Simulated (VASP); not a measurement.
Runs of VASP 6.6.1 on Rh. The structure is that of space group P6_3/mmc (No. 194), or close to it. The cells are those of the table. This isn't the form of Rh at room conditions, which is fcc.

```tsv
cell	k mesh	gap on the mesh (eV)	pressure (GPa)
a = 2.699, b = 2.699, c = 8.808 Å, angles 90.0, 90.0, 120.0°, 4 atoms	18 × 18 × 6	none	(a)
a = 2.647, b = 2.647, c = 8.640 Å, angles 90.0, 90.0, 120.0°, 4 atoms	18 × 18 × 6	none	16.5
a = 2.665, b = 2.665, c = 8.700 Å, angles 90.0, 90.0, 120.0°, 4 atoms	18 × 18 × 6	none	9.4
a = 2.743, b = 2.743, c = 8.953 Å, angles 90.0, 90.0, 120.0°, 4 atoms	24 × 24 × 6	none	-13.4
```

Alike in all rows: task single point; level r2SCAN; potentials or basis VASP PAW PBE potentials, release 64 (Rh_pv); no spin polarisation; cutoff (eV) 520; smearing gaussian 0.1 eV.

Question: Fill in the values left out.

Answer: (a) -1.8.

Caveats: the PAW data sets were made with another functional, which shifts forces and pressure a little; the cell stands under pressure (at least some runs); the cell stands under tension (at least some runs).

A k mesh can miss the band edges, and the runs leave out spin-orbit coupling on Rh.

A gap of «none» marks levels without a gap at the run's occupations.
